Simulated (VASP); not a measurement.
Set up this calculation in VASP 6.6.1, as the native input.

* Task: single point
* Functional: PBEsol
* Potentials or basis: VASP PAW PBE potentials, release 64 (W_sv, S)
* Cutoff: 520 eV
* k mesh: 10 × 10 × 3
* Occupations: fermi-dirac, width 0.05 eV
* Spin: no spin polarisation
* Dipole correction: no
* Further INCAR settings: ALGO = Normal; EDIFF = 1e-06; NBANDS = 35

The structure of WS2 (Tungstenite) lies in POSCAR:

```
WS2
1.0
    3.1461901547      0.0000000000      0.0000000000
   -1.5730950774      2.7246805991      0.0000000000
    0.0000000000      0.0000000000     12.6939944549
W S
2 4
Direct
    0.6666666667      0.3333333333      0.7500000000
    0.3333333333      0.6666666667      0.2500000000
    0.6666666667      0.3333333333      0.3734926254
    0.3333333333      0.6666666667      0.8734926254
    0.6666666667      0.3333333333      0.1265073746
    0.3333333333      0.6666666667      0.6265073746
```

These files were run (other wordings do the same):

INCAR

```
PREC = Accurate
ENCUT = 520
EDIFF = 1E-6
ISMEAR = -1
SIGMA = 0.05
LREAL = False
LASPH = True
NELM = 60
ALGO = Normal
ISIF = 2
LWAVE = False
LCHARG = False
GGA = PS
NBANDS = 35
```

KPOINTS

```
regular mesh
0
Gamma
  10 10 3
```

Potentials or basis: VASP PAW PBE potentials, release 64 (W_sv, S).

Command:

```sh
$ cat potpaw_PBE.64/W_sv/POTCAR potpaw_PBE.64/S/POTCAR > POTCAR
$ mpirun -np 1 vasp_std > vasp.out
```

Results of the run:

```
Pressure               : 0.1 GPa
Largest force          : 0.019 eV/Å
Band gap on the k mesh : 1.19 eV, indirect (least direct gap 2.20 eV)
```

Caveat: the PAW data sets were made with another functional, which shifts forces and pressure a little; spin-orbit coupling is left out, which moves the levels of the heavy elements; this functional lacks dispersion, which binds the layers, so the pressure and a relaxed spacing across them are unreliable.

It took 55 s on 1 thread of Intel(R) Xeon(R) Platinum 8488C (Sapphire Rapids) (shared host), peak memory 0.26 GiB.
